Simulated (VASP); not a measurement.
# CdTe (rocksalt type): single point with PBE

Crystal: CdTe (rocksalt type).

```
Cd Te
1.0
     0.00000    2.84244    2.84244
     2.84244    0.00000    2.84244
     2.84244    2.84244    0.00000
Cd Te
1 1
Direct
  0.00000 0.00000 0.00000
  0.50000 0.50000 0.50000
```

This cell differs from its parent crystal: volume scaled by 0.8.

```yaml
Program: VASP 6.6.1
Task: single point
Functional: PBE
Potentials_or_basis: VASP PAW PBE potentials, release 64 (Cd, Te)
Cutoff: 520 eV
k_mesh: 11 × 11 × 11
Occupations: fermi-dirac, width 0.05 eV
Spin: no spin polarisation
```

- Pressure: 18.5 GPa
- Band gap on the k mesh: zero (band 9 reaches 6.57 eV, above the bottom of band 10 at 5.04 eV)

Levels at points of the mesh, in eV from the Fermi level:
| k point | band 5 | band 6 | band 7 | band 8 | band 9 | band 10 | band 11 | band 12 | band 13 | band 14 |
| --- | --- | --- | --- | --- | --- | --- | --- | --- | --- | --- |
| (0.00, 0.00, 0.00) | -8.93 | -8.93 | -0.73 | -0.73 | -0.73 | 1.54 | 7.13 | 7.13 | 7.13 | 7.83 |

Run time: 37 s on 1 thread of Intel Xeon 6975P-C, on a shared host, peak memory 0.2 GiB.

Caveat: spin-orbit coupling is left out, which moves the levels of the heavy elements.
